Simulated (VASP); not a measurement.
# TiNi in VASP: single point with PBE

Aim: the single point of TiNi with PBE.

All numbers are computed with VASP 6.6.1; they aren't measurements. Logs are shortened: lines on timing, memory, paths and dates and some standing lists are left out, and cuts for length are marked.

### 1 The cell of the first run

The cell holds an amorphous packing of atoms, 2 atoms: a = 2.855 Å, b = 2.876 Å, c = 3.400 Å, α = 87.11°, β = 92.51°, γ = 80.17°.

### 2 Single point, PBE

INCAR reads:

```
SYSTEM = TiNi
  PREC = Accurate
  ENCUT = 520
  EDIFF = 1E-7
  ISMEAR = -1
  SIGMA = 0.1
  LREAL = .False.
  LASPH = .True.
  NELM = 60
  ALGO = Normal
  ISIF = 2
  LWAVE = .False.
  LCHARG = .True.
  GGA = PE
  LELF = .True.
  LVHAR = .True.
  NBANDS = 18
```

KPOINTS reads:

```
Automatic mesh
0
Gamma
  6 6 5
  0.5 0.5 0
```

POSCAR reads:

```
TiNi
1.0
    2.7140140000      0.7877760000      0.4053230000
   -0.3201210000      2.8581050000      0.0471630000
   -0.6666320000      0.0429780000      3.3333630000
Ti Ni
1 1
Direct
    0.7426020000      0.6834580000      0.0513200000
    0.3651910000      0.2353860000      0.5255420000
```

Potentials or basis: VASP PAW PBE potentials, release 64 (Ti_sv, Ni).

On the command line:

```sh
cat potpaw_PBE.64/Ti_sv/POTCAR potpaw_PBE.64/Ni/POTCAR > POTCAR
mpirun -np 1 vasp_std > vasp.out
```

OUTCAR:

```text
SYSTEM = TiNi
   PREC = Accurate
   ENCUT = 520
   EDIFF = 1E-7
   ISMEAR = -1
   LREAL = .False.
   LASPH = .True.
   NELM = 60
   ISIF = 2
   GGA = PE

 ion  position               nearest neighbor table
   1  0.743  0.683  0.051-   2 2.42   2 2.42   2 2.47   2 2.49   2 2.56   2 2.78
   2  0.365  0.235  0.526-   1 2.42   1 2.42   1 2.47   1 2.49   1 2.56   1 2.78

  LATTYP: Found a triclinic cell.
 ALAT       =     9.5547610338
 B/A-ratio  =     0.3558058957
 C/A-ratio  =     0.4589298150
 COS(alpha) =     0.0046384706
 COS(beta)  =     0.6902310239
 COS(gamma) =     0.7006781186

  Lattice vectors:

 A1 = (  -3.7746430000,  -4.5196130000,  -7.5245350000)
 A2 = (   0.6666320000,  -0.0429780000,  -3.3333630000)
 A3 = (  -2.3938930000,  -3.6458810000,  -0.4524860000)

Analysis of symmetry for initial positions (statically):
=====================================================================
 Subroutine PRICEL returns:
 Original cell was already a primitive cell.

 Routine SETGRP: Setting up the symmetry group for a
 triclinic supercell.

 Subroutine GETGRP returns: Found  1 space group operations
 (whereof  1 operations were pure point group operations)
 out of a pool of  2 trial point group operations.

The static configuration has the point symmetry C_1 .

Analysis of symmetry for dynamics (positions and initial velocities):
=====================================================================
 Subroutine PRICEL returns:
 Original cell was already a primitive cell.

 Routine SETGRP: Setting up the symmetry group for a
 triclinic supercell.

 Subroutine GETGRP returns: Found  1 space group operations
 (whereof  1 operations were pure point group operations)
 out of a pool of  2 trial point group operations.

The dynamic configuration has the point symmetry C_1 .

 Subroutine INISYM returns: Found  1 space group operations
 (whereof  1 operations are pure point group operations),
 and found     1 'primitive' translations

----------------------------------------------------------------------------------------

                                     Primitive cell

  volume of cell :      27.4337
[... 81 lines left out ...]
   ISTART =      0    job   : 0-new  1-cont  2-samecut
   ICHARG =      2    charge: 1-file 2-atom 10-const
   ISPIN  =      1    spin polarized calculation?
   LNONCOLLINEAR =      F non collinear calculations
   LSORBIT =      F    spin-orbit coupling
   LASPH  =      T    aspherical Exc in radial PAW
   ENCUT  =  520.0 eV  38.22 Ry    6.18 a.u.   5.31  5.35  6.32*2*pi/ulx,y,z
   NELM   =     60;   NELMIN=  2; NELMDL= -5     # of ELM steps
   EDIFF  = 0.1E-06   stopping-criterion for ELM
   LREAL  =      F    real-space projection
   EDIFFG = 0.1E-05   stopping-criterion for IOM
   NSW    =      0    number of steps for IOM
   IBRION =     -1    ionic relax: 0-MD 1-quasi-New 2-CG
   NFREE  =      0    steps in history (QN), initial steepest desc. (CG)
   ISIF   =      2    stress and relaxation
   ISYM   =      2    0-nonsym 1-usesym 2-fastsym
   POTIM  = 0.5000    time-step for ionic-motion
   TEBEG  =    0.0;   TEEND  =   0.0 temperature during run
   PSTRESS=    0.0 pullay stress
   NELECT =      22.0000    total number of electrons
   NUPDOWN=      -1.0000    fix difference up-down
   EMIN   =  10.00;   EMAX   =-10.00  energy-range for DOS
   EFERMI =   0.00;   METHOD = LEGACY
   ISMEAR =    -1;   SIGMA  =   0.10  broadening in eV -4-tet -1-fermi 0-gaus
   EFERMI_NEDOS =   21; number of points for ismear=-14 and -15
   IALGO  =     38    algorithm
   IMIX   =      4    mixing-type and parameters
     AMIX     =   0.40;   BMIX     =  1.00
     AMIX_MAG =   1.60;   BMIX_MAG =  1.00
  volume/ion in A,a.u.               =      13.72        92.57
  Fermi-wavevector in a.u.,A,eV,Ry     =   1.520971  2.874218 31.475056  2.313351
  Thomas-Fermi vector in A             =   2.629749
   LORBIT       =      0    0 simple, 1 ext, 2 COOP (PROOUT), +10 PAW based schemes
   GGA     = PE    functional components
   LHFCALC =     F    Hartree Fock is set to
   AEXX    =    0.0000 exact exchange contribution
   IVDW    =     0    specifies the selected vdW correction
   LEPSILON=     F    determine dielectric tensor
   LRPA    =     F    only Hartree local field effects (RPA)
 non-spin polarized calculation
  energy-cutoff  :      520.00
  volume of cell :       27.43
 maximum number of plane-waves:       749
 NGX is ok and might be reduce to    24
   NGX = 11   NGY = 11   NGZ = 13

 number of electron      22.0000003 magnetization

 Free energy of the ion-electron system (eV)
  ---------------------------------------------------
  ext. energy  EPLUGINS =         0.00000000
  ---------------------------------------------------
  free energy    TOTEN  =       -13.67601865 eV

  energy without entropy =      -13.57713546  energy(sigma->0) =      -13.62657705

 E-fermi :   9.2338     XC(G=0): -12.3059

 val. band max:        9.2319668927   @ k =   0.2500   0.0833   0.2000
 cond. band min:       9.2359822342   @ k =   0.2500   0.4167   0.4000
 fundamental gap:      0.0040153416
 Fermi energy:         9.2337510651

 k-point     1 :       0.0833    0.0833    0.0000
  band No.  band energies     occupation
      1     -47.7570      2.00000
      2     -24.0210      2.00000
      3     -23.8362      2.00000
      4     -23.7684      2.00000
      5       1.8731      2.00000
      6       5.2944      2.00000
[... 481 lines left out ...]
      5       2.4845      2.00000
      6       5.5639      2.00000
[... 10 lines left out ...]
     17      20.2008      0.00000
     18      20.7821      0.00000

 [... further k-points ...]

------------------------ aborting loop because EDIFF is reached ----------------------------------------

  FORCE on cell =-STRESS in cart. coord.  units (eV):
  Direction    XX          YY          ZZ          XY          YZ          ZX
  --------------------------------------------------------------------------------------
  -------------------------------------------------------------------------------------
  Total        0.7781616      0.8247319      0.8705400     -0.7832508     -0.8483989      0.4823515
  in kB       45.4459936     48.1657836     50.8410513    -45.7432132    -49.5479748     28.1701667
  external PRESSURE =      48.1509428 kB  Pullay stress =       0.0000000 kB

 VOLUME and BASIS-vectors are now :
 -----------------------------------------------------------------------------
  energy-cutoff  :      520.00
  volume of cell :       27.43
      direct lattice vectors                 reciprocal lattice vectors
     2.714014000  0.787776000  0.405323000     0.347203113  0.037750585  0.068949665
    -0.320121000  2.858105000  0.047163000    -0.095084553  0.339618312 -0.023394548
    -0.666632000  0.042978000  3.333363000    -0.040873117 -0.009395496  0.291944343

 POSITION                                       TOTAL-FORCE (eV/Angst)
 -----------------------------------------------------------------------------------
      1.76243      2.54060      0.50430         0.789686      0.344524     -0.189852
      0.56544      0.98303      1.91094        -0.789686     -0.344524      0.189852
 -----------------------------------------------------------------------------------
    total drift:                               -0.000012      0.000093     -0.000033

  FREE ENERGIE OF THE ION-ELECTRON SYSTEM (eV)
  ---------------------------------------------------
  free  energy   TOTEN  =       -13.6760186486 eV

  energy  without entropy=      -13.5771354575  energy(sigma->0) =      -13.62657705
```

OSZICAR:

```text
N       E                     dE             d eps       ncg     rms          rms(c)
DAV:   1     0.171861475509E+03    0.17186E+03   -0.11312E+04  3256   0.164E+03
DAV:   2    -0.110882674948E+01   -0.17297E+03   -0.16826E+03  3314   0.360E+02
DAV:   3    -0.151148311708E+02   -0.14006E+02   -0.13778E+02  4964   0.977E+01
DAV:   4    -0.156934407243E+02   -0.57861E+00   -0.57330E+00  3944   0.173E+01
DAV:   5    -0.157152019637E+02   -0.21761E-01   -0.21750E-01  3858   0.330E+00    0.128E+01
DAV:   6    -0.143285593140E+02    0.13866E+01   -0.12555E+01  3490   0.528E+01    0.796E+00
DAV:   7    -0.151047776025E+02   -0.77622E+00   -0.12724E+01  4050   0.435E+01    0.161E+01
DAV:   8    -0.136799466840E+02    0.14248E+01   -0.83202E+00  4010   0.303E+01    0.157E+00
DAV:   9    -0.136896128588E+02   -0.96662E-02   -0.24670E-01  4664   0.571E+00    0.176E+00
DAV:  10    -0.136759452127E+02    0.13668E-01   -0.71601E-02  4258   0.339E+00    0.269E-01
DAV:  11    -0.136761375968E+02   -0.19238E-03   -0.23936E-03  3516   0.531E-01    0.134E-01
DAV:  12    -0.136760220503E+02    0.11555E-03   -0.55737E-04  4800   0.228E-01    0.281E-02
DAV:  13    -0.136760213498E+02    0.70045E-06   -0.23941E-05  3480   0.503E-02    0.162E-02
DAV:  14    -0.136760190512E+02    0.22987E-05   -0.25376E-06  4278   0.139E-02    0.713E-03
DAV:  15    -0.136760186057E+02    0.44543E-06   -0.10471E-06  4194   0.102E-02    0.141E-03
DAV:  16    -0.136760186486E+02   -0.42856E-07   -0.60420E-08  1824   0.228E-03
   1 F= -.13676019E+02 E0= -.13626577E+02  d E =-.988832E-01
```

stdout:

```text
POSCAR found type information on POSCAR TiNi
 POSCAR found :  2 types and       2 ions
 scaLAPACK will be used
 LDA part: xc-table for (Slater+PW92), standard interpolation
 POSCAR, INCAR and KPOINTS ok, starting setup
 FFT: planning ... GRIDC
 FFT: planning ... GRID_SOFT
 FFT: planning ... GRID
 WAVECAR not read
 entering main loop
```

Run time: 32 s. Hardware: 1 thread of Intel Xeon 6975P-C, shared host; peak memory 0.18 GiB.

What came out:

```yaml
Free_energy: -13.6760 eV
Pressure: 4.8 GPa
Largest_force: 0.882 eV/Å
Band_gap_on_the_k_mesh: zero (band 11 reaches 9.82 eV, above the bottom of band 12 at 8.53 eV)
```

Forces on the atoms (eV/Å):
```
Ti   0.790  0.345 -0.190
Ni  -0.790 -0.345  0.190
```

Caveat: the k points lie up to 0.37 Å⁻¹ apart.
